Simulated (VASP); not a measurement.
# Y in VASP: single point with PBE

Aim: the single point of Y with PBE.

Program: VASP 6.6.1. These are calculated values, not measurements. Logs are shortened: lines on timing, memory, paths and dates and some standing lists are left out, and cuts for length are marked.

## Step 1: The cell of the first run

The cell holds a slab with vacuum, 3 atoms: a = 3.657 Å, b = 3.657 Å, c = 20.674 Å, α = 90.00°, β = 90.00°, γ = 120.00°.

## Step 2: Single point, PBE

Input file INCAR:

```
  PREC = Accurate
  ENCUT = 520
  EDIFF = 1E-6
  ISMEAR = 0
  SIGMA = 0.1
  LREAL = F
  LASPH = T
  NELM = 100
  ALGO = Fast
  ISIF = 2
  LWAVE = F
  LCHARG = F
  LDIPOL = T
  IDIPOL = 3
  DIPOL = 0.5 0.5 0.500
  GGA = PE
  NBANDS = 24
```

Input file KPOINTS:

```
Automatic mesh
0
Gamma
  12 12 1
```

Input file POSCAR:

```
Y
1.0
    3.6571046517      0.0000000000      0.0000000000
   -1.8285523259      3.1671455327      0.0000000000
    0.0000000000      0.0000000000     20.6740659780
Y
3
Direct
    0.3333333333      0.6666666667      0.3627733416
    0.6666666667      0.3333333333      0.5000000000
    0.3333333333      0.6666666667      0.6372266584
```

Potentials or basis: VASP PAW PBE potentials, release 64 (Y_sv).

Started as:

```bash
$ cat potpaw_PBE.64/Y_sv/POTCAR > POTCAR
$ mpirun -np 1 vasp_std > vasp.out
```

OUTCAR:

```text
PREC = Accurate
   ENCUT = 520
   EDIFF = 1E-6
   ISMEAR = 0
   LREAL = F
   LASPH = T
   NELM = 100
   ISIF = 2
   GGA = PE

 ion  position               nearest neighbor table
   1  0.333  0.667  0.363-   2 3.54   2 3.54   2 3.54
   2  0.667  0.333  0.500-   1 3.54   3 3.54   1 3.54   3 3.54   1 3.54   3 3.54
   3  0.333  0.667  0.637-   2 3.54   2 3.54   2 3.54

  LATTYP: Found a hexagonal cell.
 ALAT       =     3.6571046517
 C/A-ratio  =     5.6531239729

  Lattice vectors:

 A1 = (   3.6571046517,   0.0000000000,   0.0000000000)
 A2 = (  -1.8285523259,   3.1671455327,   0.0000000000)
 A3 = (   0.0000000000,   0.0000000000,  20.6740659780)

Analysis of symmetry for initial positions (statically):
=====================================================================
 Subroutine PRICEL returns:
 Original cell was already a primitive cell.

 Routine SETGRP: Setting up the symmetry group for a
 hexagonal supercell.

 Subroutine GETGRP returns: Found 12 space group operations
 (whereof 12 operations were pure point group operations)
 out of a pool of 24 trial point group operations.

The static configuration has the point symmetry D_3h.

Analysis of symmetry for dynamics (positions and initial velocities):
=====================================================================
 Subroutine PRICEL returns:
 Original cell was already a primitive cell.

 Routine SETGRP: Setting up the symmetry group for a
 hexagonal supercell.

 Subroutine GETGRP returns: Found 12 space group operations
 (whereof 12 operations were pure point group operations)
 out of a pool of 24 trial point group operations.

The dynamic configuration has the point symmetry D_3h.

 Subroutine INISYM returns: Found 12 space group operations
 (whereof 12 operations are pure point group operations),
 and found     1 'primitive' translations

----------------------------------------------------------------------------------------

                                     Primitive cell

  volume of cell :     239.4591

  direct lattice vectors                    reciprocal lattice vectors
     3.657104652  0.000000000  0.000000000     0.273440357  0.157870863  0.000000000
    -1.828552326  3.167145533  0.000000000     0.000000000  0.315741727  0.000000000
     0.000000000  0.000000000 20.674065978     0.000000000  0.000000000  0.048369779

  length of vectors
     3.657104652  3.657104652 20.674065978     0.315741727  0.315741727  0.048369779

  position of ions in fractional coordinates (direct lattice)
     0.333333333  0.666666667  0.362773342
     0.666666667  0.333333333  0.500000000
     0.333333333  0.666666667  0.637226658

  ion indices of the primitive-cell ions
   primitive index   ion index
                 1           1
                 2           2
                 3           3

----------------------------------------------------------------------------------------

 KPOINTS: Automatic mesh

Automatic generation of k-mesh.
 Grid dimensions read from file:
 generate k-points for:   12   12    1

 Generating k-lattice:

  Cartesian coordinates                     Fractional coordinates (reciprocal lattice)
     0.022786696  0.013155905  0.000000000     0.083333333 -0.000000000  0.000000000
     0.000000000  0.026311811  0.000000000     0.000000000  0.083333333  0.000000000
     0.000000000  0.000000000  0.048369779     0.000000000  0.000000000  1.000000000

  Length of vectors
     0.026311811  0.026311811  0.048369779

  Shift w.r.t. Gamma in fractional coordinates (k-lattice)
     0.000000000  0.000000000  0.000000000

 Subroutine IBZKPT returns following result:
 ===========================================

 Found     19 irreducible k-points:

 Following reciprocal coordinates:
            Coordinates               Weight
  0.000000  0.000000  0.000000      1.000000
  0.083333  0.000000  0.000000      6.000000
  0.166667  0.000000  0.000000      6.000000
  0.250000  0.000000  0.000000      6.000000
  0.333333  0.000000  0.000000      6.000000
  0.416667  0.000000  0.000000      6.000000
[... 11 lines left out ...]
  0.333333  0.250000  0.000000     12.000000
  0.333333  0.333333  0.000000      2.000000
   k-points           NKPTS =     19   k-points in BZ     NKDIM =     19   number of bands    NBANDS=     24
   number of dos      NEDOS =    301   number of ions     NIONS =      3
   total plane-waves  NPLWV = 125440
   dimension x,y,z NGX =    28 NGY =   28 NGZ =  160
   dimension x,y,z NGXF=    56 NGYF=   56 NGZF=  320
   ions per type =               3
   NGX,Y,Z   is equivalent  to a cutoff of  12.73, 12.73, 12.87 a.u.
   NGXF,Y,Z  is equivalent  to a cutoff of  25.46, 25.46, 25.73 a.u.
 SYSTEM =  unknown system
   PREC   = accura    normal or accurate (medium, high low for compatibility)
   ISTART =      0    job   : 0-new  1-cont  2-samecut
   ICHARG =      2    charge: 1-file 2-atom 10-const
   ISPIN  =      1    spin polarized calculation?
   LNONCOLLINEAR =      F non collinear calculations
   LSORBIT =      F    spin-orbit coupling
   LASPH  =      T    aspherical Exc in radial PAW
   ENCUT  =  520.0 eV  38.22 Ry    6.18 a.u.   6.80  6.80 38.44*2*pi/ulx,y,z
   NELM   =    100;   NELMIN=  2; NELMDL= -5     # of ELM steps
   EDIFF  = 0.1E-05   stopping-criterion for ELM
   LREAL  =      F    real-space projection
   EDIFFG = 0.1E-04   stopping-criterion for IOM
   NSW    =      0    number of steps for IOM
   IBRION =     -1    ionic relax: 0-MD 1-quasi-New 2-CG
   NFREE  =      0    steps in history (QN), initial steepest desc. (CG)
   ISIF   =      2    stress and relaxation
   ISYM   =      2    0-nonsym 1-usesym 2-fastsym
   POTIM  = 0.5000    time-step for ionic-motion
   TEBEG  =    0.0;   TEEND  =   0.0 temperature during run
   PSTRESS=    0.0 pullay stress
   NELECT =      33.0000    total number of electrons
   NUPDOWN=      -1.0000    fix difference up-down
   EMIN   =  10.00;   EMAX   =-10.00  energy-range for DOS
   EFERMI =   0.00;   METHOD = LEGACY
   ISMEAR =     0;   SIGMA  =   0.10  broadening in eV -4-tet -1-fermi 0-gaus
   EFERMI_NEDOS =   21; number of points for ismear=-14 and -15
   IALGO  =     68    algorithm
   IMIX   =      4    mixing-type and parameters
     AMIX     =   0.40;   BMIX     =  1.00
     AMIX_MAG =   1.60;   BMIX_MAG =  1.00
  volume/ion in A,a.u.               =      79.82       538.65
  Fermi-wavevector in a.u.,A,eV,Ry     =   0.845608  1.597967  9.728883  0.715053
  Thomas-Fermi vector in A             =   1.960823
   LORBIT       =      0    0 simple, 1 ext, 2 COOP (PROOUT), +10 PAW based schemes
   GGA     = PE    functional components
   LHFCALC =     F    Hartree Fock is set to
   AEXX    =    0.0000 exact exchange contribution
   IVDW    =     0    specifies the selected vdW correction
   LEPSILON=     F    determine dielectric tensor
   LRPA    =     F    only Hartree local field effects (RPA)
 non-spin polarized calculation
 RMM-DIIS sequential band-by-band and
 Gauss-broadening in eV      SIGMA  =   0.10
  energy-cutoff  :      520.00
  volume of cell :      239.46
 maximum number of plane-waves:      6472
 NGX is ok and might be reduce to    28
   NGX = 13   NGY = 13   NGZ = 77

 number of electron      33.0000000 magnetization

 dipolmoment           0.000000      0.000000      0.000000 electrons x Angstroem

 Free energy of the ion-electron system (eV)
  ---------------------------------------------------
  ext. energy  EPLUGINS =         0.00000000
  ---------------------------------------------------
  free energy    TOTEN  =       -17.87047739 eV

  energy without entropy =      -17.83854886  energy(sigma->0) =      -17.85451312

 E-fermi :  -0.5076     XC(G=0):  -4.7849

 val. band max:       -0.5155640235   @ k =   0.2500   0.0000   0.0000
 cond. band min:      -0.4985370302   @ k =   0.3333   0.2500   0.0000
 fundamental gap:      0.0170269933
 Fermi energy:        -0.5075616760

 k-point     1 :       0.0000    0.0000    0.0000
  band No.  band energies     occupation
      1     -43.6490      2.00000
      2     -43.6481      2.00000
      3     -42.9623      2.00000
      4     -23.7370      2.00000
      5     -23.6814      2.00000
      6     -23.4139      2.00000
[... 16 lines left out ...]
     23       1.1840      0.00000
     24       1.5419      0.00000

 k-point     2 :       0.0833    0.0000    0.0000
  band No.  band energies     occupation
      1     -43.6468      2.00000
      2     -43.6459      2.00000
      3     -42.9601      2.00000
      4     -23.7308      2.00000
      5     -23.6791      2.00000
      6     -23.4382      2.00000
[... 16 lines left out ...]
     23       1.2760      0.00000
     24       1.5080      0.00000

 k-point     3 :       0.1667    0.0000    0.0000
  band No.  band energies     occupation
      1     -43.6407      2.00000
      2     -43.6400      2.00000
      3     -42.9543      2.00000
      4     -23.7139      2.00000
      5     -23.6733      2.00000
      6     -23.5067      2.00000
[... 16 lines left out ...]
     23       1.4477      0.00000
     24       1.6358      0.00000
[... 379 lines left out ...]
 k-point    18 :       0.3333    0.2500    0.0000
  band No.  band energies     occupation
      1     -43.6125      2.00000
      2     -43.6125      2.00000
      3     -42.9271      2.00000
      4     -23.7118      2.00000
      5     -23.7000      2.00000
      6     -23.6498      2.00000
[... 16 lines left out ...]
     23       1.9297      0.00000
     24       2.6754      0.00000

 k-point    19 :       0.3333    0.3333    0.0000
  band No.  band energies     occupation
      1     -43.6114      2.00000
      2     -43.6114      2.00000
      3     -42.9260      2.00000
      4     -23.6771      2.00000
      5     -23.6609      2.00000
      6     -23.6560      2.00000
[... 16 lines left out ...]
     23       2.0642      0.00000
     24       2.8160      0.00000

------------------------ aborting loop because EDIFF is reached ----------------------------------------

 vacuum level on the upper side and lower side of the slab       (xc-potential included)        -0.265        -0.265

  FORCE on cell =-STRESS in cart. coord.  units (eV):
  Direction    XX          YY          ZZ          XY          YZ          ZX
  --------------------------------------------------------------------------------------
  -------------------------------------------------------------------------------------
  Total       -1.3987756     -1.3987756     -0.8123171      0.0000000      0.0000000      0.0000000
  in kB       -9.3589540     -9.3589540     -5.4350667      0.0000000      0.0000000      0.0000000
  external PRESSURE =      -8.0509916 kB  Pullay stress =       0.0000000 kB

 VOLUME and BASIS-vectors are now :
 -----------------------------------------------------------------------------
  energy-cutoff  :      520.00
  volume of cell :      239.46
      direct lattice vectors                 reciprocal lattice vectors
     3.657104652  0.000000000  0.000000000     0.273440357  0.157870863  0.000000000
    -1.828552326  3.167145533  0.000000000     0.000000000  0.315741727  0.000000000
     0.000000000  0.000000000 20.674065978     0.000000000  0.000000000  0.048369779

 POSITION                                       TOTAL-FORCE (eV/Angst)
 -----------------------------------------------------------------------------------
     -0.00000      2.11143      7.50000        -0.000000     -0.000000      0.142703
      1.82855      1.05572     10.33703         0.000000      0.000000      0.000000
     -0.00000      2.11143     13.17407        -0.000000      0.000000     -0.142703
 -----------------------------------------------------------------------------------
    total drift:                                0.000000     -0.000000     -0.000000

  FREE ENERGIE OF THE ION-ELECTRON SYSTEM (eV)
  ---------------------------------------------------
  free  energy   TOTEN  =       -17.8704773912 eV

  energy  without entropy=      -17.8385488586  energy(sigma->0) =      -17.85451312

 vacuum level on the upper side and lower side of the slab         2.543         2.543
```

It took 2.3 min on 1 thread of Intel Xeon 6975P-C (Granite Rapids), shared host; peak memory 0.4 GiB.

Results:

```
Free energy   : -17.8705 eV
Largest force : 0.143 eV/Å
```

Forces on the atoms (eV/Å):
```
Y    0.000  0.000  0.143
Y    0.000  0.000  0.000
Y    0.000  0.000 -0.143
```
